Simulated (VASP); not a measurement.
# Au: single point with PBE

The system is Au, a slab with vacuum.

```
Au
1.0
     2.94010    0.00000    0.00000
     0.00000    4.15793    0.00000
     0.00000    0.00000   20.35020
Au
6
Cartesian
  0.7350 1.0395 6.6017
  2.2051 3.1184 7.8664
  0.7350 1.0395 9.4924
  2.2051 3.1184 10.8578
  0.7350 1.0395 12.4838
  2.2051 3.1184 13.7485
```

```yaml
Program: VASP 6.6.1
Task: single point
Functional: PBE
Potentials_or_basis: VASP PAW PBE potentials, release 64 (Au)
Cutoff: 520 eV
k_mesh: 12 × 9 × 1
Occupations: fermi-dirac, width 0.05 eV
Spin: no spin polarisation
Dipole_correction: yes
Further_INCAR_settings: ALGO = Normal; EDIFF = 1e-07; NBANDS = 42
```

The largest force is 0.010 eV/Å and the band gap on the k mesh is zero (bands 33 and 34 overlap by 3.76 eV).

Forces in eV/Å, atoms in the order of the input:
```
Au   0.000  0.000  0.010
Au   0.000  0.000  0.003
Au   0.000  0.000  0.000
Au   0.000  0.000  0.000
Au   0.000  0.000 -0.003
Au   0.000  0.000 -0.010
```

Levels at points of the mesh, in eV from the Fermi level:
```tsv
k point	band 29	band 30	band 31	band 32	band 33	band 34	band 35	band 36	band 37	band 38
(0.00, 0.00, 0.00)	-2.10	-2.03	-1.72	-1.66	-1.52	-0.49	1.84	2.27	3.99	4.46
(0.50, 0.00, 0.00)	-1.68	-1.68	-0.08	-0.08	0.41	0.41	1.37	1.37	4.07	4.07
```

It took 5.6 min on 1 thread of Intel(R) Xeon(R) Platinum 8259CL CPU @ 2.50GHz (Skylake/Cascade Lake) (shared host), peak memory 0.48 GiB.

Caveat: spin-orbit coupling is left out, which moves the levels of the heavy elements.
